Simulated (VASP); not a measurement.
# Co (P6_3/mmc) in VASP: notebook, part 2 of 2

VASP 6.6.1. Earlier steps stand in the parts before.

## Step 4: Relaxation of cell and atoms, PBE, collinear spin, ferromagnetic start

This run uses another cell than the first one, of 11.12 Å³/atom.

Input file INCAR:

```
ALGO     = Normal         # electronic algorithm
EDIFF    = 1E-6           # SCF threshold, eV
EDIFFG   = -0.005         # ionic threshold
ENCUT    = 600            # plane-wave cutoff, eV
GGA      = PE             # functional
IBRION   = 2              # ionic algorithm
ISIF     = 3              # what is computed and relaxed
ISMEAR   = -1             # smearing method
ISPIN    = 2              # spin polarisation
LASPH    = T              # aspherical terms in the spheres
LCHARG   = F              # write CHGCAR
LMAXMIX  = 4              # l up to which the mixer works
LORBIT   = 11             # projections on sites
LREAL    = F              # projectors in reciprocal space
LWAVE    = F              # write WAVECAR
MAGMOM   = 2 2            # initial moments
NELM     = 150            # most SCF steps
NSW      = 100            # ionic steps
PREC     = Accurate       # precision mode
SIGMA    = 0.05           # smearing width, eV
```

Input file KPOINTS:

```
k-points
0
Gamma
  17 17 9
```

Input file POSCAR:

```
Co
1.0
    2.5123336524      0.0000000000      0.0000000000
   -1.2561668262      2.1757447658      0.0000000000
    0.0000000000      0.0000000000      4.0699805169
Co
2
Direct
    0.3333333333      0.6666666667      0.2500000000
    0.6666666667      0.3333333333      0.7500000000
```

Potentials or basis: VASP PAW PBE potentials, release 64 (Co).

Run with:

```bash
$ cat potpaw_PBE.64/Co/POTCAR > POTCAR
$ mpirun -np 1 vasp_std > vasp.out
```

OUTCAR:

```text
EDIFF = 1E-6
   EDIFFG = -0.005
   ENCUT = 600
   GGA = PE
   IBRION = 2
   ISIF = 3
   ISMEAR = -1
   ISPIN = 2
   LASPH = T
   LORBIT = 11
   LREAL = F
   NELM = 150
   NSW = 100
   PREC = Accurate

 ion  position               nearest neighbor table
   1  0.333  0.667  0.250-   2 2.50   2 2.50   2 2.50   2 2.50   2 2.50   2 2.50
   2  0.667  0.333  0.750-   1 2.50   1 2.50   1 2.50   1 2.50   1 2.50   1 2.50

  LATTYP: Found a hexagonal cell.
 ALAT       =     2.5123336524
 C/A-ratio  =     1.6200000000

  Lattice vectors:

 A1 = (   2.5123336524,   0.0000000000,   0.0000000000)
 A2 = (  -1.2561668262,   2.1757447658,   0.0000000000)
 A3 = (   0.0000000000,   0.0000000000,   4.0699805169)

Analysis of symmetry for initial positions (statically):
=====================================================================
 Subroutine PRICEL returns:
 Original cell was already a primitive cell.

 Routine SETGRP: Setting up the symmetry group for a
 hexagonal supercell.

 Subroutine GETGRP returns: Found 24 space group operations
 (whereof 12 operations were pure point group operations)
 out of a pool of 24 trial point group operations.

The static configuration has the point symmetry D_3d.
 The point group associated with its full space group is D_6h.

Analysis of symmetry for dynamics (positions and initial velocities):
=====================================================================
 Subroutine PRICEL returns:
 Original cell was already a primitive cell.

 Routine SETGRP: Setting up the symmetry group for a
 hexagonal supercell.

 Subroutine GETGRP returns: Found 24 space group operations
 (whereof 12 operations were pure point group operations)
 out of a pool of 24 trial point group operations.

The dynamic configuration has the point symmetry D_3d.
 The point group associated with its full space group is D_6h.

Analysis of structural, dynamic, and magnetic symmetry:
=====================================================================
 Subroutine PRICEL returns:
 Original cell was already a primitive cell.

 Routine SETGRP: Setting up the symmetry group for a
 hexagonal supercell.

 Subroutine GETGRP returns: Found 24 space group operations
 (whereof 12 operations were pure point group operations)
 out of a pool of 24 trial point group operations.

The overall configuration has the point symmetry D_3d.
 The point group associated with its full space group is D_6h.

 Subroutine INISYM returns: Found 24 space group operations
 (whereof 12 operations are pure point group operations),
 and found     1 'primitive' translations

----------------------------------------------------------------------------------------

                                     Primitive cell

  volume of cell :      22.2473

  direct lattice vectors                    reciprocal lattice vectors
     2.512333652  0.000000000  0.000000000     0.398036303  0.229806367  0.000000000
    -1.256166826  2.175744766  0.000000000     0.000000000  0.459612734  0.000000000
     0.000000000  0.000000000  4.069980517     0.000000000  0.000000000  0.245701422

  length of vectors
     2.512333652  2.512333652  4.069980517     0.459612734  0.459612734  0.245701422

  position of ions in fractional coordinates (direct lattice)
     0.333333333  0.666666667  0.250000000
     0.666666667  0.333333333  0.750000000

  ion indices of the primitive-cell ions
   primitive index   ion index
                 1           1
                 2           2

----------------------------------------------------------------------------------------

 KPOINTS: k-points

[... 52 lines left out ...]
   dimension x,y,z NGX =    20 NGY =   20 NGZ =   36
   dimension x,y,z NGXF=    40 NGYF=   40 NGZF=   72
   ions per type =               2
   NGX,Y,Z   is equivalent  to a cutoff of  13.23, 13.23, 14.70 a.u.
   NGXF,Y,Z  is equivalent  to a cutoff of  26.47, 26.47, 29.41 a.u.
 SYSTEM =  unknown system
   PREC   = accura    normal or accurate (medium, high low for compatibility)
   ISTART =      0    job   : 0-new  1-cont  2-samecut
   ICHARG =      2    charge: 1-file 2-atom 10-const
   ISPIN  =      2    spin polarized calculation?
   LNONCOLLINEAR =      F non collinear calculations
   LSORBIT =      F    spin-orbit coupling
   LASPH  =      T    aspherical Exc in radial PAW
   ENCUT  =  600.0 eV  44.10 Ry    6.64 a.u.   5.02  5.02  8.13*2*pi/ulx,y,z
   NELM   =    150;   NELMIN=  2; NELMDL= -5     # of ELM steps
   EDIFF  = 0.1E-05   stopping-criterion for ELM
   LREAL  =      F    real-space projection
   EDIFFG = -.5E-02   stopping-criterion for IOM
   NSW    =    100    number of steps for IOM
   IBRION =      2    ionic relax: 0-MD 1-quasi-New 2-CG
   NFREE  =      1    steps in history (QN), initial steepest desc. (CG)
   ISIF   =      3    stress and relaxation
   ISYM   =      2    0-nonsym 1-usesym 2-fastsym
   POTIM  = 0.5000    time-step for ionic-motion
   TEBEG  =    0.0;   TEEND  =   0.0 temperature during run
   PSTRESS=    0.0 pullay stress
   NELECT =      18.0000    total number of electrons
   NUPDOWN=      -1.0000    fix difference up-down
   EMIN   =  10.00;   EMAX   =-10.00  energy-range for DOS
   EFERMI =   0.00;   METHOD = LEGACY
   ISMEAR =    -1;   SIGMA  =   0.05  broadening in eV -4-tet -1-fermi 0-gaus
   EFERMI_NEDOS =   21; number of points for ismear=-14 and -15
   IALGO  =     38    algorithm
   IMIX   =      4    mixing-type and parameters
     AMIX     =   0.40;   BMIX     =  1.00
     AMIX_MAG =   1.60;   BMIX_MAG =  1.00
  volume/ion in A,a.u.               =      11.12        75.07
  Fermi-wavevector in a.u.,A,eV,Ry     =   1.525480  2.882739 31.661964  2.327089
  Thomas-Fermi vector in A             =   2.633644
   LORBIT       =     11    0 simple, 1 ext, 2 COOP (PROOUT), +10 PAW based schemes
   GGA     = PE    functional components
   LHFCALC =     F    Hartree Fock is set to
   AEXX    =    0.0000 exact exchange contribution
   IVDW    =     0    specifies the selected vdW correction
   LEPSILON=     F    determine dielectric tensor
   LRPA    =     F    only Hartree local field effects (RPA)
 conjugate gradient relaxation of ions
 spin polarized calculation
  energy-cutoff  :      600.00
  volume of cell :       22.25
 maximum number of plane-waves:       762
 NGX is ok and might be reduce to    20
   NGX =  9   NGY =  9   NGZ = 17

--------------------------------------- Ionic step        1  -------------------------------------------

 number of electron      17.9999999 magnetization       3.2705178

 Free energy of the ion-electron system (eV)
  ---------------------------------------------------
  ext. energy  EPLUGINS =         0.00000000
  ---------------------------------------------------
  free energy    TOTEN  =       -14.06814280 eV

  energy without entropy =      -14.05338912  energy(sigma->0) =      -14.06076596

 E-fermi :   9.9043     XC(G=0): -13.2572

 val. band max:        9.9034603682   @ k =   0.1765   0.1765   0.1111
 cond. band min:       9.9091032656   @ k =   0.0588   0.0588   0.2222
 fundamental gap:      0.0056428974
 Fermi energy:         9.9043436887

 spin component 1

 k-point     1 :       0.0000    0.0000    0.0000
  band No.  band energies     occupation
      1       1.1448      1.00000
      2       4.8883      1.00000
      3       7.3160      1.00000
      4       7.3461      1.00000
      5       7.3461      1.00000
      6       7.6424      1.00000
      7       7.6424      1.00000
      8       7.9774      1.00000
      9       7.9774      1.00000
     10       9.0277      1.00000
     11       9.0277      1.00000
     12       9.8299      0.81583
[... 1140 lines left out ...]
--------------------------------------- Ionic step        9  -------------------------------------------

 number of electron      17.9999995 magnetization       3.2304764

 Free energy of the ion-electron system (eV)
  ---------------------------------------------------
  ext. energy  EPLUGINS =         0.00000000
  ---------------------------------------------------
  free energy    TOTEN  =       -14.07830243 eV

  energy without entropy =      -14.06384542  energy(sigma->0) =      -14.07107392

 E-fermi :  10.2699     XC(G=0): -13.4134

 val. band max:       10.2687117096   @ k =   0.1765   0.1765   0.1111
 cond. band min:      10.2699720828   @ k =   0.4118   0.0588   0.4444
 fundamental gap:      0.0012603732
 Fermi energy:        10.2698729768

 spin component 1

 k-point     1 :       0.0000    0.0000    0.0000
  band No.  band energies     occupation
      1       1.3615      1.00000
      2       5.1416      1.00000
      3       7.6692      1.00000
      4       7.6830      1.00000
      5       7.6830      1.00000
      6       7.9969      1.00000
      7       7.9969      1.00000
      8       8.3364      1.00000
      9       8.3364      1.00000
     10       9.4438      1.00000
     11       9.4438      1.00000
     12      10.2227      0.72000
[... 882 lines left out ...]
  FREE ENERGIE OF THE ION-ELECTRON SYSTEM (eV)
  ---------------------------------------------------
  free  energy   TOTEN  =       -14.0783024301 eV

  energy  without entropy=      -14.0638454168  energy(sigma->0) =      -14.07107392

 reached required accuracy - stopping structural energy minimisation

 total charge

# of ion       s       p       d       tot
------------------------------------------
    1        0.489   0.523   7.264   8.276
    2        0.489   0.523   7.264   8.276
--------------------------------------------------
tot          0.979   1.045  14.528  16.552

 magnetization (x)

# of ion       s       p       d       tot
------------------------------------------
    1       -0.015  -0.054   1.703   1.635
    2       -0.015  -0.054   1.703   1.635
--------------------------------------------------
tot         -0.029  -0.108   3.406   3.269
```

Run time: 13 min. Hardware: 1 thread of Intel Xeon 8259CL, shared host; peak memory 0.24 GiB.

What came out:

| Property | Result |
| --- | --- |
| Free energy | -14.0783 eV |
| Relaxed volume | 10.83 Å³/atom |
| Relaxed cell | a = 2.493 Å, b = 2.493 Å, c = 4.025 Å, α = 90.00°, β = 90.00°, γ = 120.00° |
| Space group after relaxing (to 0.1 Å) | P6_3/mmc (No. 194) |
| Energy gained by relaxing | 5.1 meV/atom |
| Ionic steps | 9 |
| Pressure after relaxing | 0.0 GPa |
| Net moment | 3.23 μB per cell |
| Site moments | Co +1.64 μB |
| Valence electrons inside the program's atomic spheres | Co 8.28 |

The path:
```tsv
step	energy change (eV)	largest force (eV/Å)	pressure (GPa)	volume (Å³)
1	0.0000	0.0000	-5.32	22.25
2	0.0005	0.0000	6.06	21.08
3	-0.0101	0.0000	0.01	21.66
4	-0.0101	0.0000	0.12	21.65
5	-0.0102	0.0000	0.11	21.65
6	-0.0102	0.0000	0.12	21.65
7	-0.0102	0.0000	0.09	21.65
8	-0.0102	0.0000	0.09	21.65
9	-0.0102	0.0000	-0.02	21.66
```

Final structure:
```
Co
1.0
     2.49288    0.00000    0.00000
    -1.24644    2.15890    0.00000
     0.00000    0.00000    4.02518
Co
2
Cartesian
  0.0000 1.4393 1.0063
  1.2464 0.7196 3.0189
```

## Step 5: Overview

| task | spin | cell | cutoff (eV) | gap on the mesh (eV) | pressure (GPa) | moment (μB) |
| --- | --- | --- | --- | --- | --- | --- |
| single point | collinear, ferromagnetic start | a = 2.495, b = 2.495, c = 4.032 Å, angles 90.0, 90.0, 120.0°, 2 atoms | 520 | none | -0.7 | 3.24 |
| single point | collinear, antiferromagnetic start | a = 2.495, b = 2.495, c = 4.032 Å, angles 90.0, 90.0, 120.0°, 2 atoms | 520 | none | -7.7 | 0.00 |
| relaxation of cell and atoms | collinear, ferromagnetic start | relaxed from a = 2.512, b = 2.512, c = 4.070 Å, angles 90.0, 90.0, 120.0°, 2 atoms | 600 | none | 0.0 | 3.23 |

Alike in all rows: level PBE; potentials or basis VASP PAW PBE potentials, release 64 (Co); k mesh 17 × 17 × 9; smearing fermi-dirac 0.05 eV.

Caveats: the cell stands under tension (at least some runs).

Absolute energies hang on the potentials; compare differences alone.
